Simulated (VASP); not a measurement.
# Bi: single point with PBE+D3(BJ)

Crystal: Bi.

```xyz
1
Lattice="-1.7170 2.3048 1.8566 1.7170 -2.3048 1.8566 1.7170 2.3048 -1.8566" Properties=species:S:1:pos:R:3 pbc="T T T"
Bi    0.0000    0.0000    0.0000
```

This cell differs from its parent crystal: strain +e along x and -e along y -0.1500, strain +e along z and -e/2 along x and y -0.0525.

```yaml
Program: VASP 6.6.1
Task: single point
Functional: PBE
Dispersion: D3(BJ)
Potentials_or_basis: VASP PAW PBE potentials, release 64 (Bi_d)
Cutoff: 520 eV
k_mesh: 16 × 16 × 16
Occupations: gaussian, width 0.15 eV
Spin: no spin polarisation
```

The pressure is 2.0 GPa and the dispersion energy per atom is -0.537 eV.

Stress tensor (GPa, compression positive):
```
2.47 0.00 0.00
0.00 0.77 0.00
0.00 0.00 2.79
```

Levels at points of the mesh, in eV from the Fermi level:
```tsv
k point	band 3	band 4	band 5	band 6	band 7	band 8	band 9	band 10	band 11	band 12
(0.00, 0.00, 0.00)	-23.13	-23.09	-23.02	-14.03	4.75	5.08	6.08	9.20	9.32	10.21
(0.50, 0.00, 0.00)	-23.12	-23.00	-22.96	-11.11	-5.71	3.54	4.58	8.09	8.89	10.04
(0.00, 0.50, 0.00)	-22.99	-22.97	-22.93	-9.87	-5.02	0.49	1.10	4.48	5.69	15.67
(0.50, 0.50, 0.00)	-23.09	-22.97	-22.96	-10.56	-5.57	2.45	3.62	6.86	8.53	8.98
(0.50, 0.50, 0.50)	-22.98	-22.95	-22.93	-9.11	-4.26	-1.14	0.52	3.30	5.10	16.49
```

Run time: 120 s on 1 thread of Intel(R) Xeon(R) 6975P-C (Granite Rapids), with other jobs on the host, peak memory 0.34 GiB.

Caveat: the cell differs from its parent crystal (strain +e along x and -e along y -0.1500, strain +e along z and -e/2 along x and y -0.0525); spin-orbit coupling is left out, which moves the levels of the heavy elements; pairwise dispersion overbinds metals, which lowers pressure and volume.
